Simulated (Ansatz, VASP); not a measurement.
# One calculation of P3C, two programs

```
P C
1.0
    -2.28813    2.28813    2.28813
     2.28813   -2.28813    2.28813
     2.28813    2.28813   -2.28813
P C
3 1
Direct
  0.00000 0.50000 0.50000
  0.50000 0.00000 0.50000
  0.50000 0.50000 0.00000
  0.00000 0.00000 0.00000
```

Change from the starting cell: species swapped into the Sb3Au type (Im-3m, No. 229).

Alike in both runs: task relaxation of cell and atoms; functional PBE; k mesh 14 × 14 × 14; occupations gaussian, width 0.1 eV; no spin polarisation.

|  | VASP | Ansatz |
| --- | --- | --- |
| version | VASP 6.6.1 | Ansatz 0.2.0 |
| potentials or method | VASP PAW PBE potentials, release 64 (P, C), cutoff 600 eV | scalar-relativistic, plane waves, PAW |
| valence electrons in the cell | 19 | 19 |

```tsv
	VASP	Ansatz	Ansatz less VASP
gap on the k mesh at the Fermi level, each at its own relaxed structure (eV)	none	none	-
relaxed volume (Å³/atom)	11.90	11.93	+0.028
relaxed length of the cell vector where the two differ most in proportion (Å)	3.954	3.958	+0.0031
```

A gap of «none» marks a metal or a gap that the smearing closes.
